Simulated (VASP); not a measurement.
Wanted: the native input for a VASP 6.6.1 run.

- Task: single point
- Functional: PBE
- Potentials or basis: VASP PAW PBE potentials, release 64 (Ta_pv, Si)
- Cutoff: 500 eV
- k mesh: 7 × 7 × 3
- Occupations: gaussian, width 0.2 eV
- Spin: no spin polarisation
- Dipole correction: no
- Further INCAR settings: ALGO = Normal; EDIFF = 1e-06; NBANDS = 16

The structure of TaSi2 lies in POSCAR:

```
TaSi2
1.0
    2.7441683494      0.0000000000      0.0000000000
   -1.3720841747      2.3765195028      0.0000000000
    0.0000000000      0.0000000000      8.0009774104
Ta Si
1 2
Direct
    0.0000000000      0.0000000000      0.5000000000
    0.0000000000      0.0000000000      0.8357203073
    0.0000000000      0.0000000000      0.1642796927
```

The input as run:

INCAR

```
SYSTEM = TaSi2
PREC = Accurate
ENCUT = 500
EDIFF = 1E-6
ISMEAR = 0
SIGMA = 0.2
LREAL = .FALSE.
LASPH = .TRUE.
NELM = 120
ALGO = Normal
ISIF = 2
LWAVE = .FALSE.
LCHARG = .FALSE.
GGA = PE
NBANDS = 16
GGA_COMPAT = .FALSE.
```

KPOINTS

```
regular mesh
0
G
  7 7 3
  0 0 0
```

Potentials or basis: VASP PAW PBE potentials, release 64 (Ta_pv, Si).

Launch:

```sh
$ cat potpaw_PBE.64/Ta_pv/POTCAR potpaw_PBE.64/Si/POTCAR > POTCAR
$ mpirun -np 1 vasp_std > vasp.out
```

Results of the run:

| Quantity | Value |
| --- | --- |
| Pressure | 0.2 GPa |
| Largest force | 0.016 eV/Å |

Caveat: the k points lie up to 0.38 Å⁻¹ apart.

Wall time 21 s on 1 thread of Intel Xeon 8259CL, with other jobs on the host, peak memory 0.16 GiB.
